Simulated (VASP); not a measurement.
# Li19F20 (a cell with a defect) in VASP: single point with PBE

Aim: the single point of Li19F20 (a cell with a defect) with PBE.

Everything below comes from runs of VASP 6.6.1. Logs are shortened: lines on timing, memory, paths and dates and some standing lists are left out, and cuts for length are marked.

### 1 The cell of the first run

The cell holds a defect, 39 atoms: a = 7.611 Å, b = 7.611 Å, c = 7.611 Å, α = 106.60°, β = 106.60°, γ = 115.38°.

### 2 Single point, PBE, collinear spin (atoms taken out, then relaxed in part)

Contents of INCAR:

```
ALGO     = Normal         # electronic algorithm
EDIFF    = 1E-6           # SCF threshold, eV
ENCUT    = 520            # plane-wave cutoff, eV
GGA      = PE             # functional
ISIF     = 2              # what is computed and relaxed
ISMEAR   = 0              # smearing method
ISPIN    = 2              # spin polarisation
LASPH    = True           # aspherical terms in the spheres
LCHARG   = False          # write CHGCAR
LORBIT   = 11             # projections on sites
LREAL    = Auto         
LWAVE    = False          # write WAVECAR
MAGMOM   = 0 0 0 0 0 0 0 0 0 0 0 0 0 0 0 0 0 0 0 0.167 0.167 0 0 0.167 0 0 0 0 0 0 0 0 0 0 0.167 0 0 0.167 0.167 # initial moments
NBANDS   = 128            # bands
NELM     = 150            # most SCF steps
PREC     = Accurate       # precision mode
SIGMA    = 0.01           # smearing width, eV
```

Contents of KPOINTS:

```
Automatic mesh
0
Gamma
  2 2 2
  0.5 0.5 0.5
```

Contents of POSCAR:

```
Li19F20
1.0
   -2.0340907784     -4.0681815568      6.1022723352
    2.0340907784     -4.0681815568     -6.1022723352
    6.1022723352      4.0681815568      2.0340907784
Li F
19 20
Direct
    0.4058710658      0.8017434025      0.1935341844
    0.2573297397      0.7518244554      0.5091541951
   -0.0123368814      0.9941289342     -0.0041276633
    0.8426702603      0.9481755446      0.2908458049
    0.6941289342      0.8982565975      0.6064658156
    0.6481755446      0.5573297397      0.7055052844
    0.5017434025      0.5082092180     -0.0041276633
    0.3478613879      0.4455390848      0.2934004727
    0.2082092180      0.4123368814      0.6064658156
    0.1123368814      0.7058710658      0.8041276633
    0.9544609152      0.6478613879      0.1023223031
    0.8000000000      0.6000000000      0.4000000000
    0.1455390848      0.0521386121      0.6976776969
    0.5982565975      0.1917907820      0.8041276633
    0.4518244554      0.1426702603      0.0944947156
    0.3000000000      0.1000000000      0.4000000000
    0.0500000000      0.3500000000      0.9000000000
    0.8917907820      0.2876631186      0.1935341844
    0.7521386121      0.2544609152      0.5065995273
    0.4442727358      0.6384112913      0.5826840271
    0.2876282644      0.5876282644      0.9000000000
    0.1504118834      0.5504343864      0.2008462698
    0.8963235712      0.7996722496      0.6996059178
    0.7615887087      0.7442727358      0.0058614444
    0.6003277504      0.6999336682      0.2966513216
    0.5500000000      0.3500000000      0.4000000000
    0.3999336682      0.3032823466      0.6996059178
    0.2504343864      0.2495881166      0.0000225030
    0.0967176534      0.1963235712      0.2966513216
    0.0032823466      0.5036764288      0.5033486784
    0.8495656136      0.4504118834      0.7999774970
    0.7000663318      0.3967176534      0.1003940822
    0.0500000000      0.8500000000      0.4000000000
    0.4996722496      0.0000663318      0.5033486784
    0.3384112913      0.9557272642      0.7941385556
    0.2036764288      0.9003277504      0.1003940822
    0.9495881166      0.1495656136      0.5991537302
    0.8123717356      0.1123717356      0.9000000000
    0.6557272642      0.0615887087      0.2173159729
```

Potentials or basis: VASP PAW PBE potentials, release 64 (Li_sv, F).

Launch:

```console
> cat potpaw_PBE.64/Li_sv/POTCAR potpaw_PBE.64/F/POTCAR > POTCAR
> mpirun -np 1 vasp_std > vasp.out
```

OUTCAR:

```text
EDIFF = 1E-6
   ENCUT = 520
   GGA = PE
   ISIF = 2
   ISMEAR = 0
   ISPIN = 2
   LASPH = True
   LORBIT = 11
   LREAL = Auto
   NELM = 150
   PREC = Accurate

 ion  position               nearest neighbor table
   1  0.406  0.802  0.194-  39 1.98  21 1.99  25 2.02  36 2.03  22 2.09  34 2.10
   2  0.257  0.752  0.509-  20 1.99  35 2.00  30 2.02  34 2.02  22 2.07  33 2.09
   3  0.988  0.994  0.996-  24 1.98  38 1.99  23 2.02  29 2.03  28 2.09  36 2.10
   4  0.843  0.948  0.291-  39 1.99  24 2.00  25 2.02  29 2.02  37 2.07  33 2.09
   5  0.694  0.898  0.606-  20 1.98  38 1.99  34 2.02  23 2.03  37 2.09  25 2.10
   6  0.648  0.557  0.706-  24 1.99  20 2.00  27 2.02  23 2.02  31 2.07  26 2.09
[... 19 lines left out ...]
  26  0.550  0.350  0.400-   8 2.03  19 2.03  16 2.03  12 2.03   6 2.09  15 2.09
  27  0.400  0.303  0.700-   7 2.02   6 2.02   9 2.03  16 2.04  13 2.05  14 2.10
  28  0.250  0.250  0.000-   8 1.99  13 2.03  17 2.04  15 2.07   7 2.09   3 2.09
  29  0.097  0.196  0.297-  18 2.02   4 2.02   3 2.03  16 2.04   8 2.05   9 2.10
  30  0.003  0.504  0.503-   9 2.02   2 2.02  10 2.03  12 2.04  19 2.05  18 2.10
  31  0.850  0.450  0.800-  19 1.99  11 2.03  17 2.04   6 2.07  14 2.09  10 2.09
  32  0.700  0.397  0.100-  14 2.02  15 2.02  18 2.03  12 2.04  11 2.05   7 2.10
  33  0.050  0.850  0.400-  11 2.03  13 2.03  12 2.03  16 2.03   4 2.09   2 2.09
  34  0.500  0.000  0.503-   5 2.02   2 2.02  14 2.03  16 2.04  19 2.05   1 2.10
  35  0.338  0.956  0.794-  13 1.96  10 1.98  14 1.98  15 1.99   2 2.00
  36  0.204  0.900  0.100-  10 2.02  15 2.02   1 2.03  16 2.04  11 2.05   3 2.10
  37  0.950  0.150  0.599-  13 1.99  19 2.03  17 2.04   4 2.07   9 2.09   5 2.09
  38  0.812  0.112  0.900-  17 1.93  18 1.99   5 1.99   3 1.99  14 1.99
  39  0.656  0.062  0.217-  19 1.96   1 1.98  18 1.98   4 1.99  15 2.00

  LATTYP: Found a body centered tetragonal cell.
 ALAT       =     9.0967305058
 C/A-ratio  =     0.8944271910

  Lattice vectors:

 A1 = (  -2.0340907784,  -4.0681815568,   6.1022723352)
 A2 = (   2.0340907784,  -4.0681815568,  -6.1022723352)
 A3 = (   6.1022723352,   4.0681815568,   2.0340907784)

Analysis of symmetry for initial positions (statically):
=====================================================================
 Subroutine PRICEL returns:
 Original cell was already a primitive cell.

 Routine SETGRP: Setting up the symmetry group for a
 body centered tetragonal supercell.

 Subroutine GETGRP returns: Found  8 space group operations
 (whereof  1 operations were pure point group operations)
 out of a pool of 16 trial point group operations.

The static configuration has the point symmetry C_1 .
 The point group associated with its full space group is C_4h.

Analysis of symmetry for dynamics (positions and initial velocities):
[... 223 lines left out ...]
  ---------------------------------------------------
  free energy    TOTEN  =      -184.31706020 eV

  energy without entropy =     -184.31705812  energy(sigma->0) =     -184.31705916

 E-fermi :  -1.4569     XC(G=0):  -9.7247

 val. band max:       -1.4837887654   @ k =  -0.2500   0.2500   0.2500
 cond. band min:      -1.4300781516   @ k =  -0.2500   0.2500   0.2500
 fundamental gap:      0.0537106138
 Fermi energy:        -1.4569333151

 spin component 1

 k-point     1 :       0.2500    0.2500    0.2500
  band No.  band energies     occupation
      1     -42.4378      1.00000
      2     -42.4378      1.00000
      3     -42.3867      1.00000
      4     -42.3846      1.00000
      5     -42.3764      1.00000
      6     -42.3764      1.00000
[... 328 lines left out ...]
    109      11.2127      0.00000
    110      11.3675      0.00000
 Fermi energy:        -1.4569333151

 spin component 2

 k-point     1 :       0.2500    0.2500    0.2500
  band No.  band energies     occupation
      1     -42.4384      1.00000
      2     -42.4384      1.00000
      3     -42.3877      1.00000
      4     -42.3857      1.00000
      5     -42.3774      1.00000
      6     -42.3774      1.00000
[... 328 lines left out ...]
    109      11.2240      0.00000
    110      11.3834      0.00000
 [bands above 110 left out]

------------------------ aborting loop because EDIFF is reached ----------------------------------------

  FORCE on cell =-STRESS in cart. coord.  units (eV):
  Direction    XX          YY          ZZ          XY          YZ          ZX
  --------------------------------------------------------------------------------------
  -------------------------------------------------------------------------------------
  Total       -0.1182104     -0.1494005     -0.1182104     -0.0000000     -0.0000000     -0.0000005
  in kB       -0.5625944     -0.7110361     -0.5625944     -0.0000000     -0.0000000     -0.0000023
  external PRESSURE =      -0.6120750 kB  Pullay stress =       0.0000000 kB

 VOLUME and BASIS-vectors are now :
 -----------------------------------------------------------------------------
  energy-cutoff  :      520.00
  volume of cell :      336.64
      direct lattice vectors                 reciprocal lattice vectors
    -2.034090778 -4.068181557  6.102272335     0.049162014 -0.122905036  0.098324029
     2.034090778 -4.068181557 -6.102272335     0.098324029 -0.122905036 -0.049162014
     6.102272335  4.068181557  2.034090778     0.147486043  0.000000000  0.049162014

 POSITION                                       TOTAL-FORCE (eV/Angst)
 -----------------------------------------------------------------------------------
      1.98624     -4.12546     -2.02205         0.002223      0.002892     -0.000196
      4.11284     -2.03409     -1.98188        -0.000153     -0.000000     -0.002662
      6.09024     -4.01090      1.98624         0.000196     -0.002892      0.002223
      1.98943     -6.10227     -0.05222         0.000153      0.000000      0.002662
      4.11603     -4.01090     -0.01204        -0.002223     -0.002892      0.000196
      4.12040     -2.03409      1.98943        -0.002662      0.000000      0.000153
[... 31 lines left out ...]
      4.06818     -0.10066      6.10227        -0.000000      0.001104     -0.000000
      0.11759     -2.03409      4.06764        -0.003277      0.000000     -0.004797
 -----------------------------------------------------------------------------------
    total drift:                                0.000017      0.000009     -0.000008

  FREE ENERGIE OF THE ION-ELECTRON SYSTEM (eV)
  ---------------------------------------------------
  free  energy   TOTEN  =      -184.3170602021 eV

  energy  without entropy=     -184.3170581211  energy(sigma->0) =     -184.31705916

 total charge

# of ion       s       p       d       tot
------------------------------------------
    1        2.014   0.045   0.000   2.059
    2        2.015   0.045   0.000   2.060
    3        2.014   0.045   0.000   2.059
    4        2.015   0.045   0.000   2.060
    5        2.014   0.045   0.000   2.059
    6        2.015   0.045   0.000   2.060
[... 31 lines left out ...]
   38        1.732   4.381   0.000   6.113
   39        1.732   4.377   0.000   6.109
--------------------------------------------------
tot         72.903  88.585   0.000 161.488

 magnetization (x)

# of ion       s       p       d       tot
------------------------------------------
    1       -0.000  -0.000   0.000  -0.000
    2       -0.000  -0.000   0.000  -0.000
    3       -0.000  -0.000   0.000  -0.000
    4       -0.000  -0.000   0.000  -0.000
    5       -0.000  -0.000   0.000  -0.000
    6       -0.000  -0.000   0.000  -0.000
[... 31 lines left out ...]
   38        0.000   0.065   0.000   0.065
   39        0.000   0.075   0.000   0.075
--------------------------------------------------
tot          0.002   0.904   0.000   0.906
```

It took 7.7 min on 1 thread of Intel Xeon Platinum 8488C (Sapphire Rapids), shared host; peak memory 0.71 GiB.

What came out:

| Quantity | Value |
| --- | --- |
| Free energy | -184.3171 eV |
| Largest force | 0.006 eV/Å |
| Band gap on the k mesh | zero (filled and empty bands overlap) |
| Net moment | 1.00 μB per cell |
| Site moments | Li -0.00; F +0.07, +0.04, +0.03 (each value once) μB |
| Valence electrons inside the program's atomic spheres | Li 2.06, 2.07 (each value once); F 6.11, 6.12 (each value once) |

Forces in eV/Å, atoms in the order of the input:
```
Li   0.002  0.003  0.000
Li   0.000  0.000 -0.003
Li   0.000 -0.003  0.002
Li   0.000  0.000  0.003
Li  -0.002 -0.003  0.000
Li  -0.003  0.000  0.000
Li   0.000  0.003  0.002
Li  -0.005  0.000  0.001
Li  -0.002  0.003  0.000
Li   0.000  0.003 -0.002
Li   0.001  0.000  0.005
Li   0.000  0.000  0.000
Li  -0.001  0.000 -0.005
Li   0.000 -0.003 -0.002
Li   0.003  0.000  0.000
Li   0.000  0.000  0.000
Li   0.000  0.000  0.000
Li   0.002 -0.003  0.000
Li   0.005  0.000 -0.001
F    0.003  0.000  0.005
F    0.000 -0.001  0.000
F   -0.003  0.000  0.002
F   -0.001 -0.005  0.001
F    0.005  0.000 -0.003
F    0.001  0.005  0.001
F    0.000  0.000  0.000
F   -0.001  0.005  0.001
F   -0.002  0.000 -0.003
F    0.001 -0.005  0.001
F   -0.001  0.005 -0.001
F    0.002  0.000  0.003
F    0.001 -0.005 -0.001
F    0.000  0.000  0.000
F   -0.001 -0.005 -0.001
F   -0.005  0.000  0.003
F    0.001  0.005 -0.001
F    0.003  0.000 -0.002
F    0.000  0.001  0.000
F   -0.003  0.000 -0.005
```

Levels at points of the mesh, in eV from the Fermi level:
Spin up:
| k point | band 96 | band 97 | band 98 | band 99 | band 100 | band 101 | band 102 | band 103 |
| --- | --- | --- | --- | --- | --- | --- | --- | --- |
| (0.25, 0.25, 0.25) | -0.11 | -0.11 | -0.08 | -0.07 | 10.15 | 10.18 | 10.18 | 10.25 |
Spin down:
```csv
k point,band 94,band 95,band 96,band 97,band 98,band 99,band 100,band 101,band 102,band 103
"(0.25, 0.25, 0.25)",-0.18,-0.09,-0.04,-0.04,0.05,0.05,10.19,10.20,10.20,10.27
```

Caveat: the k points lie up to 0.52 Å⁻¹ apart; the cell differs from its parent crystal (atoms taken out, then relaxed in part); the cutoff is under 1.25 times the usual one of these potentials, so pressure, stress and relaxed cells hold a basis-set (Pulay) error.

The gap in the log of VASP goes by the Fermi energy; the results here count the filled bands.